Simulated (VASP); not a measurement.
The system is In4Ru.

```
In Ru
1.0
    -3.31044    3.31044    3.31044
     3.31044   -3.31044    3.31044
     3.31044    3.31044   -3.31044
In Ru
4 1
Direct
  0.34960 0.34960 0.34960
  0.65040 0.00000 0.00000
  0.00000 0.00000 0.65040
  0.00000 0.65040 0.00000
  0.00000 0.00000 0.00000
```

The cell was built from a structure type or drawn by symmetry, and may not be a known phase.

```yaml
Program: VASP 6.6.1
Task: relaxation of cell and atoms
Functional: PBE
Potentials_or_basis: VASP PAW PBE potentials, release 64 (In_d, Ru_pv)
Cutoff: 600 eV
k_mesh: 4 × 4 × 4
Occupations: gaussian, width 0.2 eV
Spin: no spin polarisation
```

At the start: pressure 49.1 GPa; volume 29.02 Å³/atom.

How do energy, volume and symmetry change on relaxing?

Over 24 steps the energy falls by 3174.4 meV/atom and the volume is 24.70 Å³/atom (-14.9 %); space group I-43m (No. 217, to 0.1 Å) before, Im-3m (No. 229, to 0.1 Å).

Step by step:
```csv
step,energy change (eV),largest force (eV/Å),pressure (GPa),volume (Å³)
1,0.0000,17.1219,49.15,145.12
2,-4.7693,0.0778,-3.17,423.91
3,-5.5136,0.1977,-3.72,391.00
4,-6.3743,0.3308,-4.32,359.61
5,-11.3254,0.6355,-6.28,236.38
6,-12.8770,0.9549,-1.79,187.06
7,-12.8787,0.8480,-2.10,188.50
8,-13.1496,1.0408,-1.91,178.59
9,-14.0410,1.6843,-1.08,150.94
10,-14.2754,2.2458,22.05,104.51
11,-14.6178,2.3428,3.23,129.72
12,-14.7450,2.4894,10.02,116.66
13,-14.8027,2.3867,10.40,115.69
14,-14.9297,2.0624,11.89,112.81
15,-14.9364,1.3126,16.50,107.19
16,-14.9756,1.6922,14.10,109.80
17,-15.1334,1.5106,12.29,111.08
18,-15.4992,1.0429,7.62,114.97
19,-15.8326,0.3856,0.73,123.03
20,-15.8494,0.2715,-0.55,125.05
21,-15.8503,0.2435,-0.86,125.60
22,-15.8541,0.2244,-0.72,125.39
23,-15.8635,0.1658,-0.46,124.77
24,-15.8719,0.0403,0.24,123.52
```

Final structure:
```yaml
crystal:
  lattice:
    - [-3.13736, 3.13736, 3.13736]
    - [3.13736, -3.13736, 3.13736]
    - [3.13736, 3.13736, -3.13736]
  atoms:
    - { symbol: In, position: [0.49900, 0.49900, 0.49900] }
    - { symbol: In, position: [0.50100, 0.00000, 0.00000] }
    - { symbol: In, position: [0.00000, 0.00000, 0.50100] }
    - { symbol: In, position: [0.00000, 0.50100, 0.00000] }
    - { symbol: Ru, position: [0.00000, 0.00000, 0.00000] }
```

Caveat: the relaxation stopped at a loose force limit of 0.08 eV/Å, so its end isn't a converged minimum.
